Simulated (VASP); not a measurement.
# ZrGa3Ag (Pm-3m) in VASP: further runs

The runs below take ZrGa3Ag through single point, relaxation of cell and atoms, with PBE.

All numbers are computed with VASP 6.6.1; they aren't measurements. Logs are shortened: lines on timing, memory, paths and dates and some standing lists are left out, and cuts for length are marked.

## Step 1: The cell of the first run

It takes space group Pm-3m (No. 221, cubic). The conventional cell has a = 4.825 Å, b = 4.825 Å, c = 4.825 Å, α = 90.00°, β = 90.00°, γ = 90.00°. Within 4.5 Å of Zr (site symmetry m-3m) lie 12 Ga at 3.41 Å and 8 Ag at 4.18 Å. Within 3.2 Å of Ga (site symmetry 4/mmm) lie 2 Ag at 2.41 Å. Ag (site symmetry m-3m) has 6 Ga at 2.41 Å within 3.2 Å.

The cell was generated, and may not be a known phase.

## Step 2: Single point, PBE

INCAR reads:

```
ALGO = Normal ; EDIFF = 1E-6
ENCUT = 520 ; GGA = PE
ISIF = 2 ; ISMEAR = 0
LASPH = True ; LCHARG = False
LREAL = False ; LWAVE = False
NBANDS = 39 ; NELM = 100
PREC = Accurate ; SIGMA = 0.1
```

KPOINTS reads:

```
k-points
0
Gamma
  4 4 4
```

POSCAR reads:

```
ZrGa3Ag
1.0
    4.8246914500      0.0000000000      0.0000000000
    0.0000000000      4.8246914500      0.0000000000
    0.0000000000      0.0000000000      4.8246914500
Zr Ga Ag
1 3 1
Direct
    0.5000000000      0.5000000000      0.5000000000
    0.5000000000      0.0000000000      0.0000000000
    0.0000000000      0.5000000000      0.0000000000
    0.0000000000      0.0000000000      0.5000000000
    0.0000000000      0.0000000000      0.0000000000
```

Potentials or basis: VASP PAW PBE potentials, release 64 (Zr_sv, Ga_d, Ag).

Launch:

```
> cat potpaw_PBE.64/Zr_sv/POTCAR potpaw_PBE.64/Ga_d/POTCAR potpaw_PBE.64/Ag/POTCAR > POTCAR
> mpirun -np 1 vasp_std > vasp.out
```

OUTCAR:

```text
EDIFF = 1E-6
   ENCUT = 520
   GGA = PE
   ISIF = 2
   ISMEAR = 0
   LASPH = True
   LREAL = False
   NELM = 100
   PREC = Accurate

 ion  position               nearest neighbor table
   1  0.500  0.500  0.500-
   2  0.500  0.000  0.000-   5 2.41   5 2.41
   3  0.000  0.500  0.000-   5 2.41   5 2.41
   4  0.000  0.000  0.500-   5 2.41   5 2.41
   5  0.000  0.000  0.000-   2 2.41   3 2.41   4 2.41   4 2.41   3 2.41   2 2.41

  LATTYP: Found a simple cubic cell.
 ALAT       =     4.8246914500

  Lattice vectors:

 A1 = (   4.8246914500,   0.0000000000,   0.0000000000)
 A2 = (   0.0000000000,   4.8246914500,   0.0000000000)
 A3 = (   0.0000000000,   0.0000000000,   4.8246914500)

Analysis of symmetry for initial positions (statically):
=====================================================================
 Subroutine PRICEL returns:
 Original cell was already a primitive cell.

 Routine SETGRP: Setting up the symmetry group for a
 simple cubic supercell.

 Subroutine GETGRP returns: Found 48 space group operations
 (whereof 48 operations were pure point group operations)
 out of a pool of 48 trial point group operations.

The static configuration has the point symmetry O_h .

Analysis of symmetry for dynamics (positions and initial velocities):
=====================================================================
 Subroutine PRICEL returns:
 Original cell was already a primitive cell.

 Routine SETGRP: Setting up the symmetry group for a
 simple cubic supercell.

 Subroutine GETGRP returns: Found 48 space group operations
 (whereof 48 operations were pure point group operations)
 out of a pool of 48 trial point group operations.

The dynamic configuration has the point symmetry O_h .

 Subroutine INISYM returns: Found 48 space group operations
 (whereof 48 operations are pure point group operations),
 and found     1 'primitive' translations

----------------------------------------------------------------------------------------

                                     Primitive cell

  volume of cell :     112.3075

  direct lattice vectors                    reciprocal lattice vectors
     4.824691450  0.000000000  0.000000000     0.207267140  0.000000000  0.000000000
     0.000000000  4.824691450  0.000000000     0.000000000  0.207267140  0.000000000
     0.000000000  0.000000000  4.824691450     0.000000000  0.000000000  0.207267140

  length of vectors
     4.824691450  4.824691450  4.824691450     0.207267140  0.207267140  0.207267140

  position of ions in fractional coordinates (direct lattice)
     0.500000000  0.500000000  0.500000000
     0.500000000  0.000000000  0.000000000
     0.000000000  0.500000000  0.000000000
     0.000000000  0.000000000  0.500000000
     0.000000000  0.000000000  0.000000000

  ion indices of the primitive-cell ions
   primitive index   ion index
                 1           1
                 2           2
                 3           3
                 4           4
                 5           5

----------------------------------------------------------------------------------------

 KPOINTS: k-points

Automatic generation of k-mesh.
 Grid dimensions read from file:
 generate k-points for:    4    4    4

 Generating k-lattice:

  Cartesian coordinates                     Fractional coordinates (reciprocal lattice)
     0.051816785  0.000000000  0.000000000     0.250000000  0.000000000  0.000000000
     0.000000000  0.051816785  0.000000000     0.000000000  0.250000000  0.000000000
     0.000000000  0.000000000  0.051816785     0.000000000  0.000000000  0.250000000

  Length of vectors
     0.051816785  0.051816785  0.051816785

  Shift w.r.t. Gamma in fractional coordinates (k-lattice)
     0.000000000  0.000000000  0.000000000

 Subroutine IBZKPT returns following result:
 ===========================================

 Found     10 irreducible k-points:

 Following reciprocal coordinates:
            Coordinates               Weight
  0.000000  0.000000  0.000000      1.000000
  0.250000  0.000000  0.000000      6.000000
  0.500000  0.000000  0.000000      3.000000
  0.250000  0.250000  0.000000     12.000000
  0.500000  0.250000  0.000000     12.000000
  0.500000  0.500000  0.000000      3.000000
  0.250000  0.250000  0.250000      8.000000
  0.500000  0.250000  0.250000     12.000000
  0.500000  0.500000  0.250000      6.000000
  0.500000  0.500000  0.500000      1.000000
   k-points           NKPTS =     10   k-points in BZ     NKDIM =     10   number of bands    NBANDS=     39
   number of dos      NEDOS =    301   number of ions     NIONS =      5
   total plane-waves  NPLWV =  46656
   dimension x,y,z NGX =    36 NGY =   36 NGZ =   36
   dimension x,y,z NGXF=    72 NGYF=   72 NGZF=   72
   ions per type =               1   3   1
   NGX,Y,Z   is equivalent  to a cutoff of  12.40, 12.40, 12.40 a.u.
   NGXF,Y,Z  is equivalent  to a cutoff of  24.81, 24.81, 24.81 a.u.
 SYSTEM =  unknown system
   PREC   = accura    normal or accurate (medium, high low for compatibility)
   ISTART =      0    job   : 0-new  1-cont  2-samecut
   ICHARG =      2    charge: 1-file 2-atom 10-const
   ISPIN  =      1    spin polarized calculation?
   LNONCOLLINEAR =      F non collinear calculations
   LSORBIT =      F    spin-orbit coupling
   LASPH  =      T    aspherical Exc in radial PAW
   ENCUT  =  520.0 eV  38.22 Ry    6.18 a.u.   8.97  8.97  8.97*2*pi/ulx,y,z
   NELM   =    100;   NELMIN=  2; NELMDL= -5     # of ELM steps
   EDIFF  = 0.1E-05   stopping-criterion for ELM
   LREAL  =      F    real-space projection
   EDIFFG = 0.1E-04   stopping-criterion for IOM
   NSW    =      0    number of steps for IOM
   IBRION =     -1    ionic relax: 0-MD 1-quasi-New 2-CG
   NFREE  =      0    steps in history (QN), initial steepest desc. (CG)
   ISIF   =      2    stress and relaxation
   ISYM   =      2    0-nonsym 1-usesym 2-fastsym
   POTIM  = 0.5000    time-step for ionic-motion
   TEBEG  =    0.0;   TEEND  =   0.0 temperature during run
   PSTRESS=    0.0 pullay stress
   NELECT =      62.0000    total number of electrons
   NUPDOWN=      -1.0000    fix difference up-down
   EMIN   =  10.00;   EMAX   =-10.00  energy-range for DOS
   EFERMI =   0.00;   METHOD = LEGACY
   ISMEAR =     0;   SIGMA  =   0.10  broadening in eV -4-tet -1-fermi 0-gaus
   EFERMI_NEDOS =   21; number of points for ismear=-14 and -15
   IALGO  =     38    algorithm
   IMIX   =      4    mixing-type and parameters
     AMIX     =   0.40;   BMIX     =  1.00
     AMIX_MAG =   1.60;   BMIX_MAG =  1.00
  volume/ion in A,a.u.               =      22.46       151.58
  Fermi-wavevector in a.u.,A,eV,Ry     =   1.342979  2.537862 24.539363  1.803592
  Thomas-Fermi vector in A             =   2.471090
   LORBIT       =      0    0 simple, 1 ext, 2 COOP (PROOUT), +10 PAW based schemes
   GGA     = PE    functional components
   LHFCALC =     F    Hartree Fock is set to
   AEXX    =    0.0000 exact exchange contribution
   IVDW    =     0    specifies the selected vdW correction
   LEPSILON=     F    determine dielectric tensor
   LRPA    =     F    only Hartree local field effects (RPA)
 non-spin polarized calculation
 Gauss-broadening in eV      SIGMA  =   0.10
  energy-cutoff  :      520.00
  volume of cell :      112.31
 maximum number of plane-waves:      3050
 NGX is ok and might be reduce to    36
   NGX = 17   NGY = 17   NGZ = 17

 number of electron      62.0000003 magnetization

 Free energy of the ion-electron system (eV)
  ---------------------------------------------------
  ext. energy  EPLUGINS =         0.00000000
  ---------------------------------------------------
  free energy    TOTEN  =       -17.40791280 eV

  energy without entropy =      -17.38841659  energy(sigma->0) =      -17.39816469

 E-fermi :   5.8045     XC(G=0): -10.4424

 val. band max:        5.7827546346   @ k =   0.5000   0.2500   0.0000
 cond. band min:       5.8385004654   @ k =   0.2500   0.0000   0.0000
 fundamental gap:      0.0557458309
 Fermi energy:         5.8044707670

 k-point     1 :       0.0000    0.0000    0.0000
  band No.  band energies     occupation
      1     -44.4356      2.00000
      2     -22.3752      2.00000
      3     -22.3752      2.00000
      4     -22.3752      2.00000
      5      -9.3472      2.00000
      6      -9.3111      2.00000
[... 31 lines left out ...]
     38       8.7104      0.00000
     39       8.7104      0.00000

 k-point     2 :       0.2500    0.0000    0.0000
  band No.  band energies     occupation
      1     -44.4356      2.00000
      2     -22.3781      2.00000
      3     -22.3751      2.00000
      4     -22.3751      2.00000
      5      -9.3369      2.00000
      6      -9.3106      2.00000
[... 31 lines left out ...]
     38       8.6548      0.00000
     39       8.9265      0.00000

 k-point     3 :       0.5000    0.0000    0.0000
  band No.  band energies     occupation
      1     -44.4355      2.00000
      2     -22.3808      2.00000
      3     -22.3749      2.00000
      4     -22.3749      2.00000
      5      -9.3339      2.00000
      6      -9.3101      2.00000
[... 31 lines left out ...]
     38       7.3255      0.00000
     39      10.3350      0.00000

 k-point     4 :       0.2500    0.2500    0.0000
  band No.  band energies     occupation
      1     -44.4355      2.00000
      2     -22.3779      2.00000
      3     -22.3777      2.00000
      4     -22.3749      2.00000
      5      -9.3256      2.00000
      6      -9.2802      2.00000
[... 31 lines left out ...]
     38       9.0250      0.00000
     39       9.7200      0.00000
[... 166 lines left out ...]
     38       9.1699      0.00000
     39      10.6778      0.00000

 k-point     9 :       0.5000    0.5000    0.2500
  band No.  band energies     occupation
      1     -44.4353      2.00000
      2     -22.3798      2.00000
      3     -22.3798      2.00000
      4     -22.3770      2.00000
      5      -9.2800      2.00000
      6      -9.2396      2.00000
[... 31 lines left out ...]
     38      10.1946      0.00000
     39      10.9414      0.00000

 k-point    10 :       0.5000    0.5000    0.5000
  band No.  band energies     occupation
      1     -44.4353      2.00000
      2     -22.3795      2.00000
      3     -22.3795      2.00000
      4     -22.3795      2.00000
      5      -9.2434      2.00000
      6      -9.2434      2.00000
[... 31 lines left out ...]
     38      12.0214      0.00000
     39      12.0214      0.00000

------------------------ aborting loop because EDIFF is reached ----------------------------------------

  FORCE on cell =-STRESS in cart. coord.  units (eV):
  Direction    XX          YY          ZZ          XY          YZ          ZX
  --------------------------------------------------------------------------------------
  -------------------------------------------------------------------------------------
  Total        0.0725966      0.0725966      0.0725966     -0.0000000     -0.0000000     -0.0000000
  in kB        1.0356628      1.0356628      1.0356628     -0.0000000     -0.0000000     -0.0000000
  external PRESSURE =       1.0356628 kB  Pullay stress =       0.0000000 kB

 VOLUME and BASIS-vectors are now :
 -----------------------------------------------------------------------------
  energy-cutoff  :      520.00
  volume of cell :      112.31
      direct lattice vectors                 reciprocal lattice vectors
     4.824691450  0.000000000  0.000000000     0.207267140  0.000000000  0.000000000
     0.000000000  4.824691450  0.000000000     0.000000000  0.207267140  0.000000000
     0.000000000  0.000000000  4.824691450     0.000000000  0.000000000  0.207267140

 POSITION                                       TOTAL-FORCE (eV/Angst)
 -----------------------------------------------------------------------------------
      2.41235      2.41235      2.41235         0.000000      0.000000      0.000000
      2.41235      0.00000      0.00000         0.000000      0.000000      0.000000
      0.00000      2.41235      0.00000         0.000000      0.000000      0.000000
      0.00000      0.00000      2.41235         0.000000      0.000000      0.000000
      0.00000      0.00000      0.00000         0.000000      0.000000      0.000000
 -----------------------------------------------------------------------------------
    total drift:                                0.000000      0.000000     -0.000000

  FREE ENERGIE OF THE ION-ELECTRON SYSTEM (eV)
  ---------------------------------------------------
  free  energy   TOTEN  =       -17.4079127961 eV

  energy  without entropy=      -17.3884165931  energy(sigma->0) =      -17.39816469
```

It took 38 s on 1 thread of AMD EPYC 7R13 (Zen 3), shared host; peak memory 0.19 GiB.

Results:

```yaml
Free_energy: -17.4079 eV
Pressure: 0.1 GPa
Band_gap_on_the_k_mesh: zero (bands 31 and 32 overlap by 0.56 eV)
```

(Part 1 of 3 ends here.)

The gap in the log of VASP goes by the Fermi energy; the results here count the filled bands.